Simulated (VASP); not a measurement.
# SnPbF (P4/nmm) in VASP: a series of runs, part 2 of 2

VASP 6.6.1.

### 3 Relaxation of cell and atoms, PBE

This run uses another cell than the first one, of 19.40 Å³/atom.

Input file INCAR:

```
PREC = Accurate ; ENCUT = 600
EDIFF = 1E-7 ; ISMEAR = -1
SIGMA = 0.1 ; LREAL = False
LASPH = True ; NELM = 60
ALGO = Normal ; ISIF = 3
LWAVE = False ; LCHARG = False
GGA = PE ; IBRION = 2
NSW = 60 ; EDIFFG = -0.01
```

Input file KPOINTS:

```
regular mesh
0
Gamma
  5 5 3
```

Input file POSCAR:

```
SnPbF
1.0
    4.0437260000      0.0000000000      0.0000000000
    0.0000000000      4.0437260000      0.0000000000
    0.0000000000      0.0000000000      7.1203450000
Pb F Sn
2 2 2
Direct
    0.0000000000      0.5000000000      0.2000000000
    0.5000000000      0.0000000000      0.8000000000
    0.0000000000      0.0000000000      0.0000000000
    0.5000000000      0.5000000000      0.0000000000
    0.0000000000      0.5000000000      0.6500000000
    0.5000000000      0.0000000000      0.3500000000
```

Potentials or basis: VASP PAW PBE potentials, release 64 (Pb_d, F, Sn_d).

On the command line:

```console
cat potpaw_PBE.64/Pb_d/POTCAR potpaw_PBE.64/F/POTCAR potpaw_PBE.64/Sn_d/POTCAR > POTCAR
mpirun -np 1 vasp_std > vasp.out
```

OUTCAR:

```text
PREC = Accurate
   ENCUT = 600
   EDIFF = 1E-7
   ISMEAR = -1
   LREAL = False
   LASPH = True
   NELM = 60
   ISIF = 3
   GGA = PE
   IBRION = 2
   NSW = 60
   EDIFFG = -0.01

 ion  position               nearest neighbor table
   1  0.000  0.500  0.200-   3 2.47   4 2.47   3 2.47   4 2.47   6 3.05   6 3.05   6 3.05   6 3.05
                             5 3.20   5 3.92   2 4.04   2 4.04   2 4.04   2 4.04
   2  0.500  0.000  0.800-   3 2.47   4 2.47   4 2.47   3 2.47   5 3.05   5 3.05   5 3.05   5 3.05
                             6 3.20   6 3.92   1 4.04   1 4.04   1 4.04   1 4.04
   3  0.000  0.000  0.000-   1 2.47   2 2.47   1 2.47   2 2.47
   4  0.500  0.500  0.000-   1 2.47   2 2.47   2 2.47   1 2.47
   5  0.000  0.500  0.650-   2 3.05   2 3.05   2 3.05   2 3.05   1 3.20   6 3.57   6 3.57   6 3.57
                             6 3.57   1 3.92
   6  0.500  0.000  0.350-   1 3.05   1 3.05   1 3.05   1 3.05   2 3.20   5 3.57   5 3.57   5 3.57
                             5 3.57   2 3.92

  LATTYP: Found a simple tetragonal cell.
 ALAT       =     4.0437260000
 C/A-ratio  =     1.7608376532

  Lattice vectors:

 A1 = (   4.0437260000,   0.0000000000,   0.0000000000)
 A2 = (   0.0000000000,   4.0437260000,   0.0000000000)
 A3 = (   0.0000000000,   0.0000000000,   7.1203450000)

Analysis of symmetry for initial positions (statically):
=====================================================================
 Subroutine PRICEL returns:
 Original cell was already a primitive cell.

 Routine SETGRP: Setting up the symmetry group for a
 simple tetragonal supercell.

 Subroutine GETGRP returns: Found 16 space group operations
 (whereof  8 operations were pure point group operations)
 out of a pool of 16 trial point group operations.

The static configuration has the point symmetry D_2d.
 The point group associated with its full space group is D_4h.

Analysis of symmetry for dynamics (positions and initial velocities):
=====================================================================
 Subroutine PRICEL returns:
 Original cell was already a primitive cell.

 Routine SETGRP: Setting up the symmetry group for a
 simple tetragonal supercell.

 Subroutine GETGRP returns: Found 16 space group operations
 (whereof  8 operations were pure point group operations)
 out of a pool of 16 trial point group operations.

The dynamic configuration has the point symmetry D_2d.
 The point group associated with its full space group is D_4h.

 Subroutine INISYM returns: Found 16 space group operations
 (whereof  8 operations are pure point group operations),
 and found     1 'primitive' translations

----------------------------------------------------------------------------------------

                                     Primitive cell

  volume of cell :     116.4299

  direct lattice vectors                    reciprocal lattice vectors
     4.043726000  0.000000000  0.000000000     0.247296676  0.000000000  0.000000000
     0.000000000  4.043726000  0.000000000     0.000000000  0.247296676  0.000000000
     0.000000000  0.000000000  7.120345000     0.000000000  0.000000000  0.140442633

  length of vectors
     4.043726000  4.043726000  7.120345000     0.247296676  0.247296676  0.140442633

  position of ions in fractional coordinates (direct lattice)
     0.000000000  0.500000000  0.200000000
     0.500000000  0.000000000  0.800000000
     0.000000000  0.000000000  0.000000000
     0.500000000  0.500000000  0.000000000
     0.000000000  0.500000000  0.650000000
     0.500000000  0.000000000  0.350000000

  ion indices of the primitive-cell ions
   primitive index   ion index
                 1           1
                 2           2
                 3           3
                 4           4
                 5           5
                 6           6
[... 34 lines left out ...]
  0.400000  0.400000  0.000000      4.000000
  0.000000  0.000000  0.333333      2.000000
  0.200000  0.000000  0.333333      8.000000
  0.400000  0.000000  0.333333      8.000000
  0.200000  0.200000  0.333333      8.000000
  0.400000  0.200000  0.333333     16.000000
  0.400000  0.400000  0.333333      8.000000
   k-points           NKPTS =     12   k-points in BZ     NKDIM =     12   number of bands    NBANDS=     42
   number of dos      NEDOS =    301   number of ions     NIONS =      6
   total plane-waves  NPLWV =  61440
   dimension x,y,z NGX =    32 NGY =   32 NGZ =   60
   dimension x,y,z NGXF=    64 NGYF=   64 NGZF=  120
   ions per type =               2   2   2
   NGX,Y,Z   is equivalent  to a cutoff of  13.16, 13.16, 14.01 a.u.
   NGXF,Y,Z  is equivalent  to a cutoff of  26.31, 26.31, 28.02 a.u.
 SYSTEM =  unknown system
   PREC   = accura    normal or accurate (medium, high low for compatibility)
   ISTART =      0    job   : 0-new  1-cont  2-samecut
   ICHARG =      2    charge: 1-file 2-atom 10-const
   ISPIN  =      1    spin polarized calculation?
   LNONCOLLINEAR =      F non collinear calculations
   LSORBIT =      F    spin-orbit coupling
   LASPH  =      T    aspherical Exc in radial PAW
   ENCUT  =  600.0 eV  44.10 Ry    6.64 a.u.   8.08  8.08 14.22*2*pi/ulx,y,z
   NELM   =     60;   NELMIN=  2; NELMDL= -5     # of ELM steps
   EDIFF  = 0.1E-06   stopping-criterion for ELM
   LREAL  =      F    real-space projection
   EDIFFG = -.1E-01   stopping-criterion for IOM
   NSW    =     60    number of steps for IOM
   IBRION =      2    ionic relax: 0-MD 1-quasi-New 2-CG
   NFREE  =      1    steps in history (QN), initial steepest desc. (CG)
   ISIF   =      3    stress and relaxation
   ISYM   =      2    0-nonsym 1-usesym 2-fastsym
   POTIM  = 0.5000    time-step for ionic-motion
   TEBEG  =    0.0;   TEEND  =   0.0 temperature during run
   PSTRESS=    0.0 pullay stress
   NELECT =      70.0000    total number of electrons
   NUPDOWN=      -1.0000    fix difference up-down
   EMIN   =  10.00;   EMAX   =-10.00  energy-range for DOS
   EFERMI =   0.00;   METHOD = LEGACY
   ISMEAR =    -1;   SIGMA  =   0.10  broadening in eV -4-tet -1-fermi 0-gaus
   EFERMI_NEDOS =   21; number of points for ismear=-14 and -15
   IALGO  =     38    algorithm
   IMIX   =      4    mixing-type and parameters
     AMIX     =   0.40;   BMIX     =  1.00
     AMIX_MAG =   1.60;   BMIX_MAG =  1.00
  volume/ion in A,a.u.               =      19.40       130.95
  Fermi-wavevector in a.u.,A,eV,Ry     =   1.381718  2.611068 25.975482  1.909144
  Thomas-Fermi vector in A             =   2.506476
   LORBIT       =      0    0 simple, 1 ext, 2 COOP (PROOUT), +10 PAW based schemes
   GGA     = PE    functional components
   LHFCALC =     F    Hartree Fock is set to
   AEXX    =    0.0000 exact exchange contribution
   IVDW    =     0    specifies the selected vdW correction
   LEPSILON=     F    determine dielectric tensor
   LRPA    =     F    only Hartree local field effects (RPA)
 conjugate gradient relaxation of ions
 non-spin polarized calculation
  energy-cutoff  :      600.00
  volume of cell :      116.43
 maximum number of plane-waves:      3907
   NGX = 17   NGY = 17   NGZ = 29

--------------------------------------- Ionic step        1  -------------------------------------------

 number of electron      70.0000054 magnetization

 Free energy of the ion-electron system (eV)
  ---------------------------------------------------
  ext. energy  EPLUGINS =         0.00000000
  ---------------------------------------------------
  free energy    TOTEN  =       -22.09974077 eV

  energy without entropy =      -21.95533550  energy(sigma->0) =      -22.02753813

 E-fermi :   8.3106     XC(G=0): -10.8854

 val. band max:        8.2689927660   @ k =   0.4000   0.4000   0.0000
 cond. band min:       8.3560602999   @ k =   0.4000   0.2000   0.3333
 fundamental gap:      0.0870675339
 Fermi energy:         8.3106099880

 k-point     1 :       0.0000    0.0000    0.0000
  band No.  band energies     occupation
      1     -16.0409      2.00000
      2     -15.5380      2.00000
      3     -13.1857      2.00000
      4     -13.1506      2.00000
      5     -13.1506      2.00000
      6     -13.1409      2.00000
[... 642 lines left out ...]
  FREE ENERGIE OF THE ION-ELECTRON SYSTEM (eV)
  ---------------------------------------------------
  free  energy   TOTEN  =       -23.3389738184 eV

  energy  without entropy=      -23.2019845772  energy(sigma->0) =      -23.27047920

[... ionic steps 4 to 17 ...]

--------------------------------------- Ionic step       18  -------------------------------------------

 number of electron      69.9999968 magnetization

------------------------ aborting loop because EDIFF is reached ----------------------------------------
[... 75 lines left out ...]
--------------------------------------- Ionic step       20  -------------------------------------------

 number of electron      69.9999969 magnetization

 Free energy of the ion-electron system (eV)
  ---------------------------------------------------
  ext. energy  EPLUGINS =         0.00000000
  ---------------------------------------------------
  free energy    TOTEN  =       -24.66950379 eV

  energy without entropy =      -24.62497028  energy(sigma->0) =      -24.64723704

 E-fermi :   6.4219     XC(G=0):  -9.9408

 val. band max:        6.2502023310   @ k =   0.0000   0.0000   0.0000
 cond. band min:       6.5930191161   @ k =   0.4000   0.2000   0.0000
 fundamental gap:      0.3428167852
 Fermi energy:         6.4218550289

 k-point     1 :       0.0000    0.0000    0.0000
  band No.  band energies     occupation
      1     -17.4688      2.00000
      2     -16.9031      2.00000
      3     -15.0899      2.00000
      4     -15.0807      2.00000
      5     -15.0110      2.00000
      6     -15.0110      2.00000
[... 562 lines left out ...]
  FREE ENERGIE OF THE ION-ELECTRON SYSTEM (eV)
  ---------------------------------------------------
  free  energy   TOTEN  =       -24.6695037935 eV

  energy  without entropy=      -24.6249702806  energy(sigma->0) =      -24.64723704

 reached required accuracy - stopping structural energy minimisation
```

CONTCAR:

```text
SnPbF
   1.00000000000000
     3.9410607958146699   -0.0000000000000000   -0.0000000000000000
     0.0000000000000000    3.9410607958146699   -0.0000000000000000
    -0.0000000000000000   -0.0000000000000000    8.9697011175741519
  Pb              F               Sn
     2     2     2
Direct
     0.0000000000000000    0.5000000000000000    0.1795259981645122
     0.5000000000000000    0.0000000000000000    0.8204740018354878
     0.0000000000000000    0.0000000000000000    0.0000000000000000
     0.5000000000000000    0.5000000000000000    0.0000000000000000
     0.0000000000000000    0.5000000000000000    0.5874176039858501
     0.5000000000000000    0.0000000000000000    0.4125823960141498

  0.00000000E+00  0.00000000E+00  0.00000000E+00
  0.00000000E+00  0.00000000E+00  0.00000000E+00
  0.00000000E+00  0.00000000E+00  0.00000000E+00
  0.00000000E+00  0.00000000E+00  0.00000000E+00
  0.00000000E+00  0.00000000E+00  0.00000000E+00
  0.00000000E+00  0.00000000E+00  0.00000000E+00
```

Wall time 25 min (1 thread of AMD EPYC 7R13, shared host); peak memory 0.25 GiB.

What came out:

* Free energy: -24.6695 eV
* Relaxed volume: 23.22 Å³/atom
* Relaxed cell: a = 3.941 Å, b = 3.941 Å, c = 8.970 Å, α = 90.00°, β = 90.00°, γ = 90.00°
* Space group after relaxing (to 0.1 Å): P4/nmm (No. 129)
* Energy gained by relaxing: 428.3 meV/atom
* Ionic steps: 20
* Pressure after relaxing: 0.0 GPa
* Band gap on the k mesh: zero (bands 35 and 36 overlap by 1.99 eV)

The path:
| step | energy change (eV) | largest force (eV/Å) | pressure (GPa) | volume (Å³) |
| --- | --- | --- | --- | --- |
| 1 | 0.0000 | 1.3291 | 16.32 | 116.43 |
| 2 | -1.1660 | 0.8539 | -2.92 | 153.00 |
| 3 | -1.2392 | 0.8865 | -0.31 | 143.81 |
| 4 | -1.2394 | 0.8802 | -0.51 | 144.40 |
| 5 | -1.3870 | 0.9392 | -0.59 | 144.68 |
| 6 | -1.8565 | 0.9992 | -0.69 | 145.36 |
| 7 | -2.3234 | 1.1843 | 0.31 | 146.01 |
| 8 | -2.3412 | 0.7624 | -0.17 | 145.95 |
| 9 | -2.4947 | 0.5823 | -0.77 | 145.07 |
| 10 | -2.5015 | 0.5288 | -0.87 | 144.82 |
| 11 | -2.5562 | 0.2478 | 0.46 | 139.26 |
| 12 | -2.5569 | 0.2493 | 0.66 | 138.56 |
| 13 | -2.5569 | 0.3224 | -0.85 | 140.55 |
| 14 | -2.5657 | 0.1362 | -0.13 | 139.55 |
| 15 | -2.5694 | 0.0383 | 0.03 | 139.12 |
| 16 | -2.5695 | 0.0207 | 0.07 | 139.01 |
| 17 | -2.5697 | 0.0090 | -0.05 | 139.40 |
| 18 | -2.5697 | 0.0097 | -0.04 | 139.38 |
| 19 | -2.5697 | 0.0143 | 0.05 | 139.24 |
| 20 | -2.5698 | 0.0013 | 0.00 | 139.32 |

Final structure:
```yaml
crystal:
  lattice:
    - [3.94106, 0.00000, 0.00000]
    - [0.00000, 3.94106, 0.00000]
    - [0.00000, 0.00000, 8.96970]
  atoms:
    - { symbol: Pb, position: [0.00000, 0.50000, 0.17953] }
    - { symbol: Pb, position: [0.50000, 0.00000, 0.82047] }
    - { symbol: F, position: [0.00000, 0.00000, 0.00000] }
    - { symbol: F, position: [0.50000, 0.50000, 0.00000] }
    - { symbol: Sn, position: [0.00000, 0.50000, 0.58742] }
    - { symbol: Sn, position: [0.50000, 0.00000, 0.41258] }
```

Caveat: the volume moved by over 15 % at a fixed basis, so the end points are rough; spin-orbit coupling is left out, which moves the levels of the heavy elements.
